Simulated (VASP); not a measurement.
# LiF (R-3m) in VASP: further runs

Runs on LiF. Level: LDA. Tasks: single point.

All numbers are computed with VASP 6.6.1; they aren't measurements. Logs are shortened: lines on timing, memory, paths and dates and some standing lists are left out, and cuts for length are marked.

## Step 1: The cell of the first run

The structure is trigonal, space group R-3m (No. 166). Conventional cell: a = 2.891 Å, b = 2.891 Å, c = 6.767 Å, α = 90.00°, β = 90.00°, γ = 120.00°. Within 2.7 Å of Li (site symmetry -3m) lie 6 F at 2.01 Å. Within 2.7 Å of F (site symmetry -3m) lie 6 Li at 2.01 Å.

## Step 2: Single point, LDA (equal xy, yz and zx shear strains of -3 %)

INCAR

```
  PREC = Accurate
  ENCUT = 520
  EDIFF = 1E-6
  ISMEAR = -1
  SIGMA = 0.03
  LREAL = False
  LASPH = True
  NELM = 80
  ALGO = Normal
  ISIF = 2
  LWAVE = False
  LCHARG = True
  LELF = True
  LVHAR = True
  NBANDS = 12
```

KPOINTS

```
Automatic mesh
0
Gamma
  10 10 10
```

POSCAR

```
LiF
1.0
   -0.0604200000      1.9837900000      1.9837900000
    1.9837900000     -0.0604200000      1.9837900000
    1.9837900000      1.9837900000     -0.0604200000
Li F
1 1
Direct
    0.0000000000      0.0000000000      0.0000000000
    0.5000000000      0.5000000000      0.5000000000
```

Potentials or basis: VASP PAW LDA potentials, release 64 (Li_sv, F).

Started as:

```bash
$ cat potpaw_LDA.64/Li_sv/POTCAR potpaw_LDA.64/F/POTCAR > POTCAR
$ mpirun -np 1 vasp_std > vasp.out
```

OUTCAR:

```text
PREC = Accurate
   ENCUT = 520
   EDIFF = 1E-6
   ISMEAR = -1
   LREAL = False
   LASPH = True
   NELM = 80
   ISIF = 2

 ion  position               nearest neighbor table
   1  0.000  0.000  0.000-   2 2.01   2 2.01   2 2.01   2 2.01   2 2.01   2 2.01
   2  0.500  0.500  0.500-   1 2.01   1 2.01   1 2.01   1 2.01   1 2.01   1 2.01

  LATTYP: Found a trigonal (rhomboedric) cell.
 ALAT       =     2.8061532575
 COS(alpha) =     0.4693254694

  Lattice vectors:

 A1 = (  -0.0604200000,   1.9837900000,   1.9837900000)
 A2 = (   1.9837900000,  -0.0604200000,   1.9837900000)
 A3 = (   1.9837900000,   1.9837900000,  -0.0604200000)

Analysis of symmetry for initial positions (statically):
=====================================================================
 Subroutine PRICEL returns:
 Original cell was already a primitive cell.

 Routine SETGRP: Setting up the symmetry group for a
 trigonal (rhombohedral) supercell.

 Subroutine GETGRP returns: Found 12 space group operations
 (whereof 12 operations were pure point group operations)
 out of a pool of 12 trial point group operations.

The static configuration has the point symmetry D_3d.

Analysis of symmetry for dynamics (positions and initial velocities):
=====================================================================
 Subroutine PRICEL returns:
 Original cell was already a primitive cell.

 Routine SETGRP: Setting up the symmetry group for a
 trigonal (rhombohedral) supercell.

 Subroutine GETGRP returns: Found 12 space group operations
 (whereof 12 operations were pure point group operations)
 out of a pool of 12 trial point group operations.

The dynamic configuration has the point symmetry D_3d.

 Subroutine INISYM returns: Found 12 space group operations
 (whereof 12 operations are pure point group operations),
 and found     1 'primitive' translations

----------------------------------------------------------------------------------------

                                     Primitive cell

  volume of cell :      16.3272

  direct lattice vectors                    reciprocal lattice vectors
    -0.060420000  1.983790000  1.983790000    -0.240810896  0.248375636  0.248375636
     1.983790000 -0.060420000  1.983790000     0.248375636 -0.240810896  0.248375636
     1.983790000  1.983790000 -0.060420000     0.248375636  0.248375636 -0.240810896

  length of vectors
[... 91 lines left out ...]
   TEBEG  =    0.0;   TEEND  =   0.0 temperature during run
   PSTRESS=    0.0 pullay stress
   NELECT =      10.0000    total number of electrons
   NUPDOWN=      -1.0000    fix difference up-down
   EMIN   =  10.00;   EMAX   =-10.00  energy-range for DOS
   EFERMI =   0.00;   METHOD = LEGACY
   ISMEAR =    -1;   SIGMA  =   0.03  broadening in eV -4-tet -1-fermi 0-gaus
   EFERMI_NEDOS =   21; number of points for ismear=-14 and -15
   IALGO  =     38    algorithm
   IMIX   =      4    mixing-type and parameters
     AMIX     =   0.40;   BMIX     =  1.00
     AMIX_MAG =   1.60;   BMIX_MAG =  1.00
  volume/ion in A,a.u.               =       8.16        55.09
  Fermi-wavevector in a.u.,A,eV,Ry     =   1.390286  2.627259 26.298628  1.932895
  Thomas-Fermi vector in A             =   2.514235
   LORBIT       =      0    0 simple, 1 ext, 2 COOP (PROOUT), +10 PAW based schemes
   GGA     = CA    functional components
   LHFCALC =     F    Hartree Fock is set to
   AEXX    =    0.0000 exact exchange contribution
   IVDW    =     0    specifies the selected vdW correction
   LEPSILON=     F    determine dielectric tensor
   LRPA    =     F    only Hartree local field effects (RPA)
 non-spin polarized calculation
  energy-cutoff  :      520.00
  volume of cell :       16.33
 maximum number of plane-waves:       461
 NGX is ok and might be reduce to    24
   NGX = 11   NGY = 11   NGZ = 11

 number of electron      10.0000000 magnetization

 number of electron       9.9999998 magnetization

 Free energy of the ion-electron system (eV)
  ---------------------------------------------------
  ext. energy  EPLUGINS =         0.00000000
  ---------------------------------------------------
  free energy    TOTEN  =       -10.46418784 eV

  energy without entropy =      -10.46418784  energy(sigma->0) =      -10.46418784

 E-fermi :  -0.3283     XC(G=0): -10.6733

 val. band max:       -1.1319877050   @ k =   0.0000   0.0000   0.0000
 cond. band min:       7.5428339145   @ k =   0.0000   0.0000   0.0000
 fundamental gap:      8.6748216195
 Fermi energy:        -0.3282595605

 k-point     1 :       0.0000    0.0000    0.0000
  band No.  band energies     occupation
      1     -41.0508      2.00000
      2     -20.8601      2.00000
      3      -1.3642      2.00000
      4      -1.3642      2.00000
      5      -1.1320      2.00000
      6       7.5428      0.00000
      7      22.0016      0.00000
      8      22.0016      0.00000
      9      22.1227      0.00000
     10      22.1227      0.00000
     11      22.4010      0.00000
     12      23.7022      0.00000
[... 331 lines left out ...]
 k-point    24 :       0.4000    0.3000   -0.0000
  band No.  band energies     occupation
      1     -40.9799      2.00000
      2     -20.3060      2.00000
      3      -3.6912      2.00000
      4      -2.2963      2.00000
      5      -1.9470      2.00000
      6      11.4421      0.00000
      7      15.0471      0.00000
      8      16.8267      0.00000
      9      18.7049      0.00000
     10      19.2367      0.00000
     11      32.1824      0.00000
     12      33.3344      0.00000

 [... further k-points ...]

------------------------ aborting loop because EDIFF is reached ----------------------------------------

  FORCE on cell =-STRESS in cart. coord.  units (eV):
  Direction    XX          YY          ZZ          XY          YZ          ZX
  --------------------------------------------------------------------------------------
  -------------------------------------------------------------------------------------
  Total       -0.6742645     -0.6742645     -0.6742645      0.1742971      0.1742971      0.1742971
  in kB      -66.1650509    -66.1650509    -66.1650509     17.1036421     17.1036421     17.1036421
  external PRESSURE =     -66.1650509 kB  Pullay stress =       0.0000000 kB

 VOLUME and BASIS-vectors are now :
 -----------------------------------------------------------------------------
  energy-cutoff  :      520.00
  volume of cell :       16.33
      direct lattice vectors                 reciprocal lattice vectors
    -0.060420000  1.983790000  1.983790000    -0.240810896  0.248375636  0.248375636
     1.983790000 -0.060420000  1.983790000     0.248375636 -0.240810896  0.248375636
     1.983790000  1.983790000 -0.060420000     0.248375636  0.248375636 -0.240810896

 POSITION                                       TOTAL-FORCE (eV/Angst)
 -----------------------------------------------------------------------------------
      0.00000      0.00000      0.00000        -0.000000      0.000000     -0.000000
      1.95358      1.95358      1.95358         0.000000     -0.000000      0.000000
 -----------------------------------------------------------------------------------
    total drift:                               -0.000000     -0.000000      0.000000

  FREE ENERGIE OF THE ION-ELECTRON SYSTEM (eV)
  ---------------------------------------------------
  free  energy   TOTEN  =       -10.4641878370 eV

  energy  without entropy=      -10.4641878370  energy(sigma->0) =      -10.46418784
```

It took 18 s on 1 thread of AMD EPYC 7R13 (Zen 3), shared host; peak memory 0.1 GiB.

Results:

| Item | Value |
| --- | --- |
| Free energy | -10.4642 eV |
| Band gap on the k mesh | 8.67 eV, direct |

Caveat: the cell differs from its parent crystal (equal xy, yz and zx shear strains of -3 %); the cutoff is under 1.25 times the usual one of these potentials, so pressure, stress and relaxed cells hold a basis-set (Pulay) error. A k mesh can miss the band edges.

## Step 3: Single point, LDA (equal xy, yz and zx shear strains of -1 %)

INCAR

```
SYSTEM = LiF
PREC     = Accurate       ! precision mode
ENCUT    = 520            ! plane-wave cutoff, eV
EDIFF    = 1E-6           ! SCF threshold, eV
ISMEAR   = -1             ! smearing method
SIGMA    = 0.03           ! smearing width, eV
LREAL    = .FALSE.        ! projectors in reciprocal space
LASPH    = .TRUE.         ! aspherical terms in the spheres
NELM     = 60             ! most SCF steps
ALGO     = Normal         ! electronic algorithm
ISIF     = 2              ! what is computed and relaxed
LWAVE    = .FALSE.        ! write WAVECAR
LCHARG   = .FALSE.        ! write CHGCAR
NBANDS   = 12             ! bands
```

KPOINTS

```
regular mesh
0
G
  10 10 10
  0 0 0
```

POSCAR

```
LiF
1.0
   -0.0201400000      2.0039300000      2.0039300000
    2.0039300000     -0.0201400000      2.0039300000
    2.0039300000      2.0039300000     -0.0201400000
Li F
1 1
Direct
    0.0000000000      0.0000000000      0.0000000000
    0.5000000000      0.5000000000      0.5000000000
```

Potentials or basis: VASP PAW LDA potentials, release 64 (Li_sv, F).

Started as:

```bash
$ cat potpaw_LDA.64/Li_sv/POTCAR potpaw_LDA.64/F/POTCAR > POTCAR
$ mpirun -np 1 vasp_std > vasp.out
```

It took 17 s on 1 thread of AMD EPYC 7R13 (Zen 3), shared host; peak memory 0.1 GiB.

The run converged. Its results:

```yaml
Free_energy: -10.4709 eV
Band_gap_on_the_k_mesh: 8.78 eV, direct
```

Levels at points of the mesh, in eV from the valence-band top:
```tsv
k point	band 3	band 4	band 5	band 6	band 7	band 8
(0.00, 0.00, 0.00)	-0.08	-0.08	0.00	8.78	23.34	23.34
(0.50, 0.00, 0.00)	-2.64	-0.29	-0.25	10.34	16.27	18.34
(0.50, 0.50, 0.00)	-3.17	-1.13	-1.04	14.36	15.97	17.09
(0.50, 0.50, 0.50)	-2.62	-0.33	-0.33	10.26	16.49	18.17
```

Caveat: the cell differs from its parent crystal (equal xy, yz and zx shear strains of -1 %); the cutoff is under 1.25 times the usual one of these potentials, so pressure, stress and relaxed cells hold a basis-set (Pulay) error.

## Step 4: Single point, LDA (equal xy, yz and zx shear strains of +2 %)

INCAR

```
ALGO = Normal
EDIFF = 1E-6
ENCUT = 520
GGA = CA
ISIF = 2
ISMEAR = -1
LASPH = T
LCHARG = F
LREAL = F
LWAVE = F
NBANDS = 12
NELM = 100
PREC = Accurate
SIGMA = 0.03
```

KPOINTS

```
k-points
0
Gamma
  10 10 10
```

POSCAR

```
LiF
1.0
    0.0402800000      2.0341400000      2.0341400000
    2.0341400000      0.0402800000      2.0341400000
    2.0341400000      2.0341400000      0.0402800000
Li F
1 1
Direct
    0.0000000000      0.0000000000      0.0000000000
    0.5000000000      0.5000000000      0.5000000000
```

Started as:

```bash
$ cat potpaw_LDA.64/Li_sv/POTCAR potpaw_LDA.64/F/POTCAR > POTCAR
$ mpirun -np 1 vasp_std > vasp.out
```

It took 17 s on 1 thread of AMD EPYC 7R13 (Zen 3), shared host; peak memory 0.1 GiB.

The run converged. Its results:

| Property | Result |
| --- | --- |
| Free energy | -10.4683 eV |
| Band gap on the k mesh | 8.78 eV, direct |

Levels at points of the mesh, in eV from the valence-band top:
```
           k point  band 2  band 3  band 4  band 5  band 6  band 7  band 8  band 9
(0.00, 0.00, 0.00)  -19.63   -0.17    0.00    0.00    8.78   23.11   23.20   23.53
(0.50, 0.00, 0.00)  -19.16   -2.63   -0.36   -0.27   10.27   16.43   18.07   18.41
(0.50, 0.50, 0.00)  -18.89   -3.17   -1.18   -1.00   14.34   15.95   17.10   19.53
(0.50, 0.50, 0.50)  -19.23   -2.66   -0.20   -0.20   10.44   16.00   18.74   18.74
```

Caveat: the cell differs from its parent crystal (equal xy, yz and zx shear strains of +2 %); the cutoff is under 1.25 times the usual one of these potentials, so pressure, stress and relaxed cells hold a basis-set (Pulay) error. A k mesh can miss the band edges.

## Step 5: Overview

| cell | gap on the mesh (eV) |
| --- | --- |
| a = 2.806 Å, angles 62.0°, 2 atoms | 8.67 |
| a = 2.834 Å, angles 60.7°, 2 atoms | 8.78 |
| a = 2.877 Å, angles 58.7°, 2 atoms | 8.78 |

Alike in all rows: task single point; level LDA; potentials or basis VASP PAW LDA potentials, release 64 (Li_sv, F); no spin polarisation; k mesh 10 × 10 × 10; cutoff (eV) 520; smearing fermi-dirac 0.03 eV.

Caveats: the cutoff is under 1.25 times the usual one of these potentials, so pressure, stress and relaxed cells hold a basis-set (Pulay) error.

Absolute energies hang on the potentials; compare differences alone.
